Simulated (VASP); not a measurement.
Ta5Ti: single point with PBEsol

Slab: Ta5Ti, a slab with vacuum.

```
Ta Ti
1.0
     3.28052    0.00000    0.00000
     0.00000    3.28052    0.00000
     0.00000    0.00000   25.56104
Ta Ti
5 1
Direct
  0.50000 0.50000 0.33254
  0.00000 0.00000 0.39671
  0.50000 0.50000 0.46056
  0.00000 0.00000 0.52521
  0.50000 0.50000 0.58454
  0.50000 0.50000 0.68838
```

```json
{"Program": "VASP 6.6.1", "Task": "single point", "Functional": "PBEsol", "Potentials or basis": "VASP PAW PBE potentials, release 64 (Ta_pv, Ti_sv)", "Cutoff": "400 eV", "k mesh": "9 × 9 × 1", "Occupations": "gaussian, width 0.1 eV", "Spin": "collinear spin, ferromagnetic start", "Starting moments": "[0.0, 0.0, 0.0, 0.0, 0.0, 2.0] μB", "Dipole correction": "yes", "Further INCAR settings": "ALGO = Normal; EDIFF = 1e-06; NBANDS = 46; NELMDL = -8"}
```

```yaml
Largest_force: 1.532 eV/Å
Net_moment: 2.91 μB per cell
Site_moments: Ta +0.00, +0.01, +0.06, +0.22; Ti +1.70 μB
Valence_electrons_inside_the_program's_atomic_spheres: Ta 8.73, 8.96, 8.97, 9.04, 8.87; Ti 10.13
```

Forces in eV/Å, atoms in the order of the input:
```
Ta   0.000  0.000  1.509
Ta   0.000  0.000 -1.532
Ta   0.000  0.000 -0.003
Ta   0.000  0.000  0.019
Ta   0.000  0.000  0.001
Ti   0.000  0.000  0.006
```

Levels at points of the mesh, in eV from the Fermi level:
Spin up:
| k point | band 30 | band 31 | band 32 | band 33 | band 34 | band 35 | band 36 | band 37 | band 38 | band 39 |
| --- | --- | --- | --- | --- | --- | --- | --- | --- | --- | --- |
| (0.00, 0.00, 0.00) | -0.96 | -0.14 | 0.24 | 0.24 | 0.29 | 0.43 | 0.43 | 0.66 | 0.77 | 0.77 |
Spin down:
| k point | band 30 | band 31 | band 32 | band 33 | band 34 | band 35 |
| --- | --- | --- | --- | --- | --- | --- |
| (0.00, 0.00, 0.00) | 0.43 | 0.43 | 0.43 | 0.62 | 0.62 | 0.65 |

It took 10 min on 1 thread of Intel(R) Xeon(R) Platinum 8559C (Emerald Rapids), on a shared host, peak memory 0.47 GiB.

Caveat: the PAW data sets were made with another functional, which shifts forces and pressure a little; spin-orbit coupling is left out, which moves the levels of the heavy elements.
